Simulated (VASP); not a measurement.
# TlBr (Pm-3m) in VASP: notebook, part 2 of 2

VASP 6.6.1. The steps go on from the part before.

## (3) Electric field gradients, PBE

This run uses another cell than the first one: it holds 16 atoms, not 2.

File INCAR:

```
ALGO = Normal
EDIFF = 1E-8
ENCUT = 400
GGA = PE
GGA_COMPAT = False
ISIF = 2
ISMEAR = 0
LASPH = True
LCHARG = False
LEFG = True
LREAL = False
LWAVE = False
NBANDS = 94
NELM = 120
PREC = Accurate
SIGMA = 0.01
```

File KPOINTS:

```
k-points
0
Gamma
  3 3 3
```

File POSCAR:

```
TlBr
1.0
    7.9600000000      0.0000000000      0.0000000000
    0.0000000000      7.9600000000      0.0000000000
    0.0000000000      0.0000000000      7.9600000000
Tl Br
8 8
Direct
    0.0000000000      0.0000000000      0.0000000000
    0.0000000000      0.0000000000      0.5000000000
    0.0000000000      0.5000000000      0.0000000000
    0.0000000000      0.5000000000      0.5000000000
    0.5000000000      0.0000000000      0.0000000000
    0.5000000000      0.0000000000      0.5000000000
    0.5000000000      0.5000000000      0.0000000000
    0.5000000000      0.5000000000      0.5000000000
    0.2500000000      0.2500000000      0.2500000000
    0.2500000000      0.2500000000      0.7500000000
    0.2500000000      0.7500000000      0.2500000000
    0.2500000000      0.7500000000      0.7500000000
    0.7500000000      0.2500000000      0.2500000000
    0.7500000000      0.2500000000      0.7500000000
    0.7500000000      0.7500000000      0.2500000000
    0.7500000000      0.7500000000      0.7500000000
```

Potentials or basis: VASP PAW PBE potentials, release 64 (Tl_d, Br).

The run is started by

```console
cat potpaw_PBE.64/Tl_d/POTCAR potpaw_PBE.64/Br/POTCAR > POTCAR
mpirun -np 1 vasp_std > vasp.out
```

OUTCAR:

```text
EDIFF = 1E-8
   ENCUT = 400
   GGA = PE
   ISIF = 2
   ISMEAR = 0
   LASPH = True
   LREAL = False
   NELM = 120
   PREC = Accurate

 ion  position               nearest neighbor table
   1  0.000  0.000  0.000-   9 3.45  10 3.45  11 3.45  12 3.45  13 3.45  14 3.45  15 3.45  16 3.45
                             5 3.98   2 3.98   3 3.98   2 3.98   3 3.98   5 3.98
   2  0.000  0.000  0.500-   9 3.45  10 3.45  11 3.45  12 3.45  13 3.45  14 3.45  15 3.45  16 3.45
                             6 3.98   1 3.98   4 3.98   1 3.98   4 3.98   6 3.98
   3  0.000  0.500  0.000-   9 3.45  10 3.45  11 3.45  12 3.45  13 3.45  14 3.45  15 3.45  16 3.45
                             7 3.98   1 3.98   4 3.98   4 3.98   1 3.98   7 3.98
   4  0.000  0.500  0.500-   9 3.45  10 3.45  11 3.45  12 3.45  13 3.45  14 3.45  15 3.45  16 3.45
                             8 3.98   2 3.98   3 3.98   3 3.98   2 3.98   8 3.98
   5  0.500  0.000  0.000-   9 3.45  10 3.45  11 3.45  12 3.45  13 3.45  14 3.45  15 3.45  16 3.45
                             7 3.98   1 3.98   6 3.98   6 3.98   7 3.98   1 3.98
   6  0.500  0.000  0.500-   9 3.45  10 3.45  11 3.45  12 3.45  13 3.45  14 3.45  15 3.45  16 3.45
                             8 3.98   2 3.98   5 3.98   5 3.98   8 3.98   2 3.98
   7  0.500  0.500  0.000-   9 3.45  10 3.45  11 3.45  12 3.45  13 3.45  14 3.45  15 3.45  16 3.45
                             8 3.98   3 3.98   5 3.98   8 3.98   5 3.98   3 3.98
   8  0.500  0.500  0.500-   9 3.45  10 3.45  11 3.45  12 3.45  13 3.45  14 3.45  15 3.45  16 3.45
                             7 3.98   4 3.98   6 3.98   7 3.98   6 3.98   4 3.98
   9  0.250  0.250  0.250-   1 3.45   2 3.45   3 3.45   4 3.45   5 3.45   6 3.45   7 3.45   8 3.45
[... 20 lines left out ...]
 A1 = (   7.9600000000,   0.0000000000,   0.0000000000)
 A2 = (   0.0000000000,   7.9600000000,   0.0000000000)
 A3 = (   0.0000000000,   0.0000000000,   7.9600000000)

Analysis of symmetry for initial positions (statically):
=====================================================================
 Subroutine PRICEL returns following result:

  LATTYP: Found a simple cubic cell.
 ALAT       =     3.9800000000

  Lattice vectors:

 A1 = (   3.9800000000,   0.0000000000,   0.0000000000)
 A2 = (   0.0000000000,   3.9800000000,   0.0000000000)
 A3 = (   0.0000000000,   0.0000000000,   3.9800000000)

   8 primitive cells build up your supercell.

 Routine SETGRP: Setting up the symmetry group for a
 simple cubic supercell.

 Subroutine GETGRP returns: Found 48 space group operations
 (whereof 48 operations were pure point group operations)
 out of a pool of 48 trial point group operations.

The static configuration has the point symmetry O_h .

Analysis of symmetry for dynamics (positions and initial velocities):
=====================================================================
 Subroutine PRICEL returns following result:

  LATTYP: Found a simple cubic cell.
 ALAT       =     3.9800000000

  Lattice vectors:

 A1 = (   3.9800000000,   0.0000000000,   0.0000000000)
 A2 = (   0.0000000000,   3.9800000000,   0.0000000000)
 A3 = (   0.0000000000,   0.0000000000,   3.9800000000)

   8 primitive cells build up your supercell.

 Routine SETGRP: Setting up the symmetry group for a
 simple cubic supercell.

[... 119 lines left out ...]
 NGX is ok and might be reduce to    54

 number of electron     160.0000022 magnetization

 Free energy of the ion-electron system (eV)
  ---------------------------------------------------
  ext. energy  EPLUGINS =         0.00000000
  ---------------------------------------------------
  free energy    TOTEN  =       -44.25689627 eV

  energy without entropy =      -44.25689627  energy(sigma->0) =      -44.25689627

 E-fermi :   2.4846     XC(G=0):  -8.9695

 val. band max:        2.3825855046   @ k =   0.0000   0.0000   0.0000
 cond. band min:       4.2437067598   @ k =   0.0000   0.0000   0.0000
 fundamental gap:      1.8611212553
 Fermi energy:         2.4846003112

 k-point     1 :       0.0000    0.0000    0.0000
  band No.  band energies     occupation
      1     -11.3524      2.00000
      2     -11.1158      2.00000
      3     -11.1158      2.00000
      4     -11.1158      2.00000
      5     -11.0026      2.00000
      6     -11.0026      2.00000
[... 369 lines left out ...]
     91       6.8695      0.00000
     92       7.1157      0.00000
 [bands above 92 left out]

------------------------ aborting loop because EDIFF is reached ----------------------------------------

  FORCE on cell =-STRESS in cart. coord.  units (eV):
  Direction    XX          YY          ZZ          XY          YZ          ZX
  --------------------------------------------------------------------------------------
  -------------------------------------------------------------------------------------
  Total        3.6390959      3.6390959      3.6390959     -0.0000000     -0.0000000      0.0000000
  in kB       11.5601874     11.5601874     11.5601874     -0.0000000     -0.0000000      0.0000000
  external PRESSURE =      11.5601874 kB  Pullay stress =       0.0000000 kB

 VOLUME and BASIS-vectors are now :
 -----------------------------------------------------------------------------
  energy-cutoff  :      400.00
  volume of cell :      504.36
      direct lattice vectors                 reciprocal lattice vectors
     7.960000000  0.000000000  0.000000000     0.125628141  0.000000000  0.000000000
     0.000000000  7.960000000  0.000000000     0.000000000  0.125628141  0.000000000
     0.000000000  0.000000000  7.960000000     0.000000000  0.000000000  0.125628141

 POSITION                                       TOTAL-FORCE (eV/Angst)
 -----------------------------------------------------------------------------------
      0.00000      0.00000      0.00000        -0.000000      0.000000      0.000000
      0.00000      0.00000      3.98000         0.000000     -0.000000     -0.000000
      0.00000      3.98000      0.00000        -0.000000     -0.000000      0.000000
      0.00000      3.98000      3.98000         0.000000     -0.000000      0.000000
      3.98000      0.00000      0.00000         0.000000     -0.000000      0.000000
      3.98000      0.00000      3.98000        -0.000000      0.000000     -0.000000
[... 8 lines left out ...]
      5.97000      5.97000      1.99000         0.000000     -0.000000     -0.000000
      5.97000      5.97000      5.97000         0.000000      0.000000      0.000000
 -----------------------------------------------------------------------------------
    total drift:                                0.000000     -0.000000     -0.000000

  FREE ENERGIE OF THE ION-ELECTRON SYSTEM (eV)
  ---------------------------------------------------
  free  energy   TOTEN  =       -44.2568962651 eV

  energy  without entropy=      -44.2568962651  energy(sigma->0) =      -44.25689627

 Electric field gradients (V/A^2)
---------------------------------------------------------------------
 ion       V_xx      V_yy      V_zz      V_xy      V_xz      V_yz
---------------------------------------------------------------------
   1       0.000     0.000    -0.000    -0.000     0.000     0.000
   2       0.000     0.000    -0.000     0.000    -0.000     0.000
   3       0.000     0.000    -0.000     0.000     0.000     0.000
   4       0.000     0.000     0.000    -0.000     0.000     0.000
   5       0.000     0.000     0.000     0.000    -0.000     0.000
   6       0.000     0.000    -0.000    -0.000     0.000     0.000
[... 8 lines left out ...]
  15      -0.000    -0.000     0.000    -0.000    -0.000    -0.000
  16      -0.000    -0.000     0.000     0.000    -0.000    -0.000
---------------------------------------------------------------------

 Electric field gradients after diagonalization (V/A^2)
 (convention: |V_zz| > |V_xx| > |V_yy|)
----------------------------------------------------------------------
 ion       V_xx      V_yy      V_zz     asymmetry (V_yy - V_xx)/ V_zz
----------------------------------------------------------------------
   1       0.000    -0.000     0.000      -0.707
   2       0.000    -0.000     0.000      -0.826
   3       0.000    -0.000     0.000      -0.935
   4       0.000     0.000     0.000      -0.633
   5       0.000     0.000     0.000      -0.611
   6       0.000    -0.000     0.000      -0.704
[... 8 lines left out ...]
  15      -0.000    -0.000     0.000       0.271
  16      -0.000    -0.000     0.000       0.279
----------------------------------------------------------------------

           NMR quadrupolar parameters

 Cq : quadrupolar parameter    Cq=e*Q*V_zz/h
 eta: asymmetry parameters     (V_yy - V_xx)/ V_zz
 Q  : nuclear electric quadrupole moment in mb (millibarn)
----------------------------------------------------------------------
 ion       Cq(MHz)       eta       Q (mb)
----------------------------------------------------------------------
   1       0.000      -0.707       1.000
   2       0.000      -0.826       1.000
   3       0.000      -0.935       1.000
   4       0.000      -0.633       1.000
   5       0.000      -0.611       1.000
   6       0.000      -0.704       1.000
[... 8 lines left out ...]
  15       0.000       0.271       1.000
  16       0.000       0.279       1.000
----------------------------------------------------------------------
```

Wall time 3.9 min (1 thread of Intel Xeon Platinum 8375C at 2.90GHz (Ice Lake), shared host); peak memory 0.43 GiB.

What came out:

```
Free energy            : -44.2569 eV
Pressure               : 1.2 GPa
Band gap on the k mesh : 1.86 eV
```

Levels at points of the mesh, in eV from the valence-band top:
```tsv
k point	band 78	band 79	band 80	band 81	band 82	band 83
(0.00, 0.00, 0.00)	0.00	0.00	0.00	1.86	1.86	1.86
```

Caveat: without QUAD_EFG the Cq values of the log hold for a quadrupole moment of 1 mb, not for the nuclei; spin-orbit coupling is left out, which moves the levels of the heavy elements. As with any semilocal functional, this PBE gap is likely too small.
